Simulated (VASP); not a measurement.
Wanted: the native input for a VASP 6.6.1 run.

```
Task                               : single point
Functional                         : HF
Potentials or basis                : VASP PAW PBE potentials, release 64 (Ga_d, N)
Cutoff                             : 520 eV
k mesh                             : 5 × 5 × 5
Occupations                        : fermi-dirac, width 0.05 eV
Spin                               : no spin polarisation
Dipole correction                  : no
Grid for exact exchange (PRECFOCK) : Normal
Further INCAR settings             : ALGO = Normal; EDIFF = 1e-07; NBANDS = 16
Share of exact exchange            : 1
```

GaN:

```xyz
2
Lattice="0.0000 2.2512 2.2512 2.2512 0.0000 2.2512 2.2512 2.2512 0.0000" Properties=species:S:1:pos:R:3 pbc="T T T"
Ga    0.0000    0.0000    0.0000
N     1.1256    1.1256    1.1256
```

One way to write it, as run:

POSCAR

```
GaN
1.0
    0.0000000000      2.2512410018      2.2512410018
    2.2512410018      0.0000000000      2.2512410018
    2.2512410018      2.2512410018      0.0000000000
Ga N
1 1
Direct
    0.0000000000      0.0000000000      0.0000000000
    0.2500000000      0.2500000000      0.2500000000
```

INCAR.step1

```
  PREC = Accurate
  ENCUT = 520
  EDIFF = 1E-5
  ISMEAR = -1
  SIGMA = 0.05
  LREAL = F
  LASPH = T
  NELM = 60
  ALGO = Normal
  ISIF = 2
  LWAVE = T
  LCHARG = F
  GGA = PE
  NBANDS = 16
```

INCAR.step2

```
  PREC = Accurate
  ENCUT = 520
  EDIFF = 1E-7
  ISMEAR = -1
  SIGMA = 0.05
  LREAL = F
  LASPH = T
  NELM = 60
  ALGO = Normal
  ISIF = 2
  LWAVE = F
  LCHARG = F
  GGA = PE
  LHFCALC = T
  AEXX = 1.0
  ALDAC = 0.0
  AGGAC = 0.0
  PRECFOCK = Normal
  ISTART = 1
  NBANDS = 16
```

KPOINTS

```
Automatic mesh
0
Gamma
  5 5 5
```

Potentials or basis: VASP PAW PBE potentials, release 64 (Ga_d, N).

Run with:

```console
$ cat potpaw_PBE.64/Ga_d/POTCAR potpaw_PBE.64/N/POTCAR > POTCAR
$ cp INCAR.step1 INCAR
$ mpirun -np 1 vasp_std > vasp.out
$ cp INCAR.step2 INCAR
$ mpirun -np 1 vasp_std > vasp.out
```

It gave:

- Pressure: 0.9 GPa
- Band gap on the k mesh: 10.68 eV

Caveat: the k points lie up to 0.48 Å⁻¹ apart; the PAW data sets were made with another functional, which shifts forces and pressure a little.

Run time: 20 min on 1 thread of AMD EPYC 9755 128-Core Processor (shared host), peak memory 0.12 GiB.
